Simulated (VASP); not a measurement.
# Cu (Cmcm) in VASP: notebook

Cu is run at these levels: PBEsol; tasks: single point.

Everything below comes from runs of VASP 6.6.1. Logs are shortened: lines on timing, memory, paths and dates and some standing lists are left out, and cuts for length are marked.

### 1 The cell of the first run

Symmetry: Cmcm, No. 63, orthorhombic system. Conventional cell: a = 2.572 Å, b = 4.389 Å, c = 4.113 Å, α = 90.00°, β = 90.00°, γ = 90.00°. Cu (site symmetry m2m) has 12 Cu at 2.52 to 2.57 Å within 3.3 Å.

This isn't the form of Cu at room conditions, which is fcc.

### 2 Single point, PBEsol (strain +0.0150 x Voigt [1, 0, 0, 0, 0, 0])

INCAR reads:

```
PREC = Accurate ; ENCUT = 520
EDIFF = 1E-7 ; ISMEAR = 0
SIGMA = 0.15 ; LREAL = F
LASPH = T ; NELM = 80
ALGO = Fast ; ISIF = 2
LWAVE = F ; LCHARG = F
GGA = PS ; NBANDS = 18
```

KPOINTS reads:

```
regular mesh
0
Gamma
  24 24 12
```

POSCAR reads:

```
Cu
1.0
    2.5721081199      0.0000000000      0.0000000000
   -1.2860540599      2.1945920917      0.0000000000
    0.0000000000      0.0000000000      4.1125710000
Cu
2
Direct
    0.3333333333      0.6666666667      0.2500000000
    0.6666666667      0.3333333333      0.7500000000
```

Potentials or basis: VASP PAW PBE potentials, release 64 (Cu).

Run with:

```bash
$ cat potpaw_PBE.64/Cu/POTCAR > POTCAR
$ mpirun -np 1 vasp_std > vasp.out
```

OUTCAR:

```text
PREC = Accurate
   ENCUT = 520
   EDIFF = 1E-7
   ISMEAR = 0
   LREAL = F
   LASPH = T
   NELM = 80
   ISIF = 2
   GGA = PS

 ion  position               nearest neighbor table
   1  0.333  0.667  0.250-   2 2.52   2 2.52   2 2.53   2 2.53   2 2.53   2 2.53
   2  0.667  0.333  0.750-   1 2.52   1 2.52   1 2.53   1 2.53   1 2.53   1 2.53

  Warning from LATTYP: Monoclinic adjustment (A1->A3, A2->A1, A3->A2)!
  LATTYP: Found a base centered orthorhombic cell.
 ALAT       =     2.5721081199
 B/A-ratio  =     1.7064539976
 C/A-ratio  =     1.5989106244

  Lattice vectors:

 A1 = (   1.2860540599,  -2.1945920917,   0.0000000000)
 A2 = (   1.2860540600,   2.1945920917,   0.0000000000)
 A3 = (   0.0000000000,   0.0000000000,   4.1125710000)

Analysis of symmetry for initial positions (statically):
=====================================================================
 Subroutine PRICEL returns:
 Original cell was already a primitive cell.

 Routine SETGRP: Setting up the symmetry group for a
 base centered orthorhombic supercell.

 Subroutine GETGRP returns: Found  8 space group operations
 (whereof  4 operations were pure point group operations)
 out of a pool of  8 trial point group operations.

The static configuration has the point symmetry C_2h.
 The point group associated with its full space group is D_2h.

Analysis of symmetry for dynamics (positions and initial velocities):
=====================================================================
 Subroutine PRICEL returns:
 Original cell was already a primitive cell.

 Routine SETGRP: Setting up the symmetry group for a
 base centered orthorhombic supercell.

 Subroutine GETGRP returns: Found  8 space group operations
 (whereof  4 operations were pure point group operations)
 out of a pool of  8 trial point group operations.

The dynamic configuration has the point symmetry C_2h.
 The point group associated with its full space group is D_2h.

 Subroutine INISYM returns: Found  8 space group operations
 (whereof  4 operations are pure point group operations),
 and found     1 'primitive' translations

----------------------------------------------------------------------------------------

                                     Primitive cell

  volume of cell :      23.2143

  direct lattice vectors                    reciprocal lattice vectors
     2.572108120  0.000000000  0.000000000     0.388786145  0.227832772  0.000000000
[... 84 lines left out ...]
   ENCUT  =  520.0 eV  38.22 Ry    6.18 a.u.   4.78  4.73  7.65*2*pi/ulx,y,z
   NELM   =     80;   NELMIN=  2; NELMDL= -5     # of ELM steps
   EDIFF  = 0.1E-06   stopping-criterion for ELM
   LREAL  =      F    real-space projection
   EDIFFG = 0.1E-05   stopping-criterion for IOM
   NSW    =      0    number of steps for IOM
   IBRION =     -1    ionic relax: 0-MD 1-quasi-New 2-CG
   NFREE  =      0    steps in history (QN), initial steepest desc. (CG)
   ISIF   =      2    stress and relaxation
   ISYM   =      2    0-nonsym 1-usesym 2-fastsym
   POTIM  = 0.5000    time-step for ionic-motion
   TEBEG  =    0.0;   TEEND  =   0.0 temperature during run
   PSTRESS=    0.0 pullay stress
   NELECT =      22.0000    total number of electrons
   NUPDOWN=      -1.0000    fix difference up-down
   EMIN   =  10.00;   EMAX   =-10.00  energy-range for DOS
   EFERMI =   0.00;   METHOD = LEGACY
   ISMEAR =     0;   SIGMA  =   0.15  broadening in eV -4-tet -1-fermi 0-gaus
   EFERMI_NEDOS =   21; number of points for ismear=-14 and -15
   IALGO  =     68    algorithm
   IMIX   =      4    mixing-type and parameters
     AMIX     =   0.40;   BMIX     =  1.00
     AMIX_MAG =   1.60;   BMIX_MAG =  1.00
  volume/ion in A,a.u.               =      11.61        78.33
  Fermi-wavevector in a.u.,A,eV,Ry     =   1.608040  3.038755 35.181855  2.585793
  Thomas-Fermi vector in A             =   2.703973
   LORBIT       =      0    0 simple, 1 ext, 2 COOP (PROOUT), +10 PAW based schemes
   GGA     = PS    functional components
   LHFCALC =     F    Hartree Fock is set to
   AEXX    =    0.0000 exact exchange contribution
   IVDW    =     0    specifies the selected vdW correction
   LEPSILON=     F    determine dielectric tensor
   LRPA    =     F    only Hartree local field effects (RPA)
 non-spin polarized calculation
 RMM-DIIS sequential band-by-band and
 Gauss-broadening in eV      SIGMA  =   0.15
  energy-cutoff  :      520.00
  volume of cell :       23.21
 maximum number of plane-waves:       642
   NGX =  9   NGY =  9   NGZ = 15

 number of electron      21.9999983 magnetization

 Free energy of the ion-electron system (eV)
  ---------------------------------------------------
  ext. energy  EPLUGINS =         0.00000000
  ---------------------------------------------------
  free energy    TOTEN  =        -8.59570734 eV

  energy without entropy =       -8.58925808  energy(sigma->0) =       -8.59248271

 E-fermi :   7.5932     XC(G=0): -13.0087

 val. band max:        7.5922845205   @ k =   0.2500   0.0833   0.3333
 cond. band min:       7.5989288313   @ k =   0.0417   0.0833   0.0833
 fundamental gap:      0.0066443108
 Fermi energy:         7.5932152035

 k-point     1 :       0.0000    0.0000    0.0000
  band No.  band energies     occupation
      1      -1.9058      2.00000
      2       2.4506      2.00000
      3       4.5402      2.00000
      4       4.5811      2.00000
      5       4.6504      2.00000
      6       4.7730      2.00000
[... 481 lines left out ...]
      5       4.4940      2.00000
      6       4.6660      2.00000
[... 10 lines left out ...]
     17      20.5018      0.00000
     18      27.3496      0.00000

 [... further k-points ...]

------------------------ aborting loop because EDIFF is reached ----------------------------------------

  FORCE on cell =-STRESS in cart. coord.  units (eV):
  Direction    XX          YY          ZZ          XY          YZ          ZX
  --------------------------------------------------------------------------------------
  -------------------------------------------------------------------------------------
  Total       -0.7320619     -0.4575317     -0.1361613     -0.0000000     -0.0000000      0.0000000
  in kB      -50.5244945    -31.5773213     -9.3974023     -0.0000000     -0.0000000      0.0000000
  external PRESSURE =     -30.4997394 kB  Pullay stress =       0.0000000 kB

 VOLUME and BASIS-vectors are now :
 -----------------------------------------------------------------------------
  energy-cutoff  :      520.00
  volume of cell :       23.21
      direct lattice vectors                 reciprocal lattice vectors
     2.572108120  0.000000000  0.000000000     0.388786145  0.227832772  0.000000000
    -1.286054060  2.194592092  0.000000000     0.000000000  0.455665544  0.000000000
     0.000000000  0.000000000  4.112571000     0.000000000  0.000000000  0.243156896

 POSITION                                       TOTAL-FORCE (eV/Angst)
 -----------------------------------------------------------------------------------
     -0.00000      1.46306      1.02814        -0.000000     -0.027641      0.000000
      1.28605      0.73153      3.08443         0.000000      0.027641     -0.000000
 -----------------------------------------------------------------------------------
    total drift:                                0.000000     -0.000000      0.000000

  FREE ENERGIE OF THE ION-ELECTRON SYSTEM (eV)
  ---------------------------------------------------
  free  energy   TOTEN  =        -8.5957073361 eV

  energy  without entropy=       -8.5892580790  energy(sigma->0) =       -8.59248271
```

OSZICAR:

```text
N       E                     dE             d eps       ncg     rms          rms(c)
DAV:   1     0.120421618134E+03    0.12042E+03   -0.10529E+04 42956   0.219E+03
DAV:   2    -0.477510953198E+01   -0.12520E+03   -0.11885E+03 39676   0.286E+02
DAV:   3    -0.107170139825E+02   -0.59419E+01   -0.57091E+01 44102   0.849E+01
DAV:   4    -0.107790350313E+02   -0.62021E-01   -0.61977E-01 46810   0.933E+00
DAV:   5    -0.107798220085E+02   -0.78698E-03   -0.78695E-03 48150   0.910E-01    0.119E+01
RMM:   6    -0.941312319185E+01    0.13667E+01   -0.12802E+01 46279   0.634E+01    0.679E+00
RMM:   7    -0.861749958214E+01    0.79562E+00   -0.22744E+00 45716   0.278E+01    0.146E+00
RMM:   8    -0.859864654949E+01    0.18853E-01   -0.69502E-02 48490   0.249E+00    0.393E-01
RMM:   9    -0.859545692098E+01    0.31896E-02   -0.15065E-02 47950   0.229E+00    0.346E-02
RMM:  10    -0.859568309025E+01   -0.22617E-03   -0.23313E-03 49170   0.601E-01    0.487E-02
RMM:  11    -0.859569862180E+01   -0.15532E-04   -0.40067E-04 50938   0.191E-01    0.144E-02
RMM:  12    -0.859570592461E+01   -0.73028E-05   -0.83877E-05 54336   0.906E-02    0.285E-03
RMM:  13    -0.859570711506E+01   -0.11905E-05   -0.94282E-06 48280   0.293E-02    0.282E-03
RMM:  14    -0.859570741552E+01   -0.30045E-06   -0.24296E-06 46662   0.160E-02    0.612E-04
RMM:  15    -0.859570733610E+01    0.79413E-07   -0.30057E-07 32036   0.663E-03
   1 F= -.85957073E+01 E0= -.85924827E+01  d E =-.644926E-02
```

Wall time 13 min (1 thread of Intel Xeon 8259CL, shared host); peak memory 0.46 GiB.

What came out:

```yaml
Free_energy: -8.5957 eV
Pressure: -3.0 GPa
Largest_force: 0.028 eV/Å
Band_gap_on_the_k_mesh: zero (bands 11 and 12 overlap by 5.95 eV)
```

Forces on the atoms (eV/Å):
```
Cu   0.000 -0.028  0.000
Cu   0.000  0.028  0.000
```

Stress tensor (GPa, compression positive):
```
-5.05  0.00  0.00
 0.00 -3.16  0.00
 0.00  0.00 -0.94
```

Caveat: the cell differs from its parent crystal (strain +0.0150 x Voigt [1, 0, 0, 0, 0, 0]); the cell stands under tension; the PAW data sets were made with another functional, which shifts forces and pressure a little.

### 3 Single point, PBEsol (strain +0.0300 x Voigt [1, 0, 0, 0, 0, 0])

INCAR reads:

```
ALGO = Fast ; EDIFF = 1E-6
ENCUT = 520 ; GGA = PS
ISIF = 2 ; ISMEAR = 0
LASPH = T ; LCHARG = F
LREAL = F ; LWAVE = F
NBANDS = 18 ; NELM = 60
PREC = Accurate ; SIGMA = 0.15
```

KPOINTS reads:

```
k-points
0
Gamma
  24 24 12
```

POSCAR reads:

```
Cu
1.0
    2.6101195699      0.0000000000      0.0000000000
   -1.3050597849      2.1945920917      0.0000000000
    0.0000000000      0.0000000000      4.1125710000
Cu
2
Direct
    0.3333333333      0.6666666667      0.2500000000
    0.6666666667      0.3333333333      0.7500000000
```

Potentials or basis: VASP PAW PBE potentials, release 64 (Cu).

Run with:

```bash
$ cat potpaw_PBE.64/Cu/POTCAR > POTCAR
$ mpirun -np 1 vasp_std > vasp.out
```

Run time: 11 min. Hardware: 1 thread of Intel Xeon 8259CL, shared host; peak memory 0.46 GiB.

Results (log left out):

```yaml
Free_energy: -8.5817 eV
Pressure: -5.1 GPa
Largest_force: 0.053 eV/Å
Band_gap_on_the_k_mesh: zero (bands 11 and 12 overlap by 5.83 eV)
```

Forces in eV/Å, atoms in the order of the input:
```
Cu   0.000 -0.053  0.000
Cu   0.000  0.053  0.000
```

Stress tensor (GPa, compression positive):
```
-8.18  0.00  0.00
 0.00 -4.86  0.00
 0.00  0.00 -2.36
```

Levels at points of the mesh, in eV from the Fermi level:
| k point | band 7 | band 8 | band 9 | band 10 | band 11 | band 12 | band 13 | band 14 | band 15 | band 16 |
| --- | --- | --- | --- | --- | --- | --- | --- | --- | --- | --- |
| (0.00, 0.00, 0.00) | -2.64 | -2.53 | -2.50 | -1.72 | -1.69 | -0.83 | 4.06 | 20.74 | 20.87 | 22.09 |
| (0.50, 0.00, 0.00) | -2.71 | -1.67 | -1.55 | -1.54 | -0.09 | 1.39 | 7.73 | 8.18 | 10.69 | 11.03 |
| (0.00, 0.50, 0.00) | -2.60 | -1.63 | -1.56 | -1.52 | 0.08 | 1.68 | 8.10 | 8.51 | 10.99 | 11.41 |
| (0.00, 0.00, 0.50) | -2.93 | -2.93 | -1.95 | -1.95 | -1.91 | -1.91 | 13.00 | 13.00 | 21.64 | 21.64 |
| (0.50, 0.00, 0.50) | -1.90 | -1.90 | -1.59 | -1.59 | 0.37 | 0.37 | 4.67 | 4.67 | 16.22 | 16.22 |
| (0.00, 0.50, 0.50) | -1.87 | -1.87 | -1.56 | -1.56 | 0.63 | 0.63 | 5.06 | 5.06 | 15.20 | 15.20 |

Caveat: the cell differs from its parent crystal (strain +0.0300 x Voigt [1, 0, 0, 0, 0, 0]); the stress differs along the axes, from -8 to -2 GPa; the PAW data sets were made with another functional, which shifts forces and pressure a little.

(Part 1 of 2 ends here.)
